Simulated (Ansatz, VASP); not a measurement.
**One calculation of ZrSiRu4, two programs**

```
Zr Si Ru
1.0
     0.00000    3.44270    3.44270
     3.44270    0.00000    3.44270
     3.44270    3.44270    0.00000
Zr Si Ru
1 1 4
Direct
  0.50000 0.50000 0.50000
  0.25000 0.25000 0.25000
  0.37211 0.87596 0.87596
  0.87596 0.37211 0.87596
  0.87596 0.87596 0.37211
  0.87596 0.87596 0.87596
```

Change from the starting cell: species swapped into the DyNi4Au type (F-43m, No. 216).

Alike in both runs: task relaxation of cell and atoms; functional PBE; k mesh 4 × 4 × 4; occupations gaussian, width 0.1 eV; no spin polarisation.

|  | VASP | Ansatz |
| --- | --- | --- |
| version | VASP 6.6.1 | Ansatz 0.2.0 |
| potentials or method | VASP PAW PBE potentials, release 64 (Zr_sv, Si, Ru_pv), cutoff 600 eV | scalar-relativistic, plane waves, PAW |
| valence electrons in the cell | 72 | 80 |

```csv
,VASP,Ansatz,Ansatz less VASP
"gap on the k mesh at the Fermi level, each at its own relaxed structure (eV)",none,none,-
relaxed volume (Å³/atom),15.70,15.70,-0.004
relaxed cell length with the largest relative difference (Å),5.107,5.107,-0.0004
```

A gap of «none» marks a metal or a gap that the smearing closes. VASP's potentials hold 72 valence electrons a cell and Ansatz's 80, so a difference there can come from the potentials and not from the codes.

The k mesh is coarse, so the values compare programs but aren't converged. Noted on VASP's run: the volume moved by over 15 % at a fixed basis, so the end points are rough.
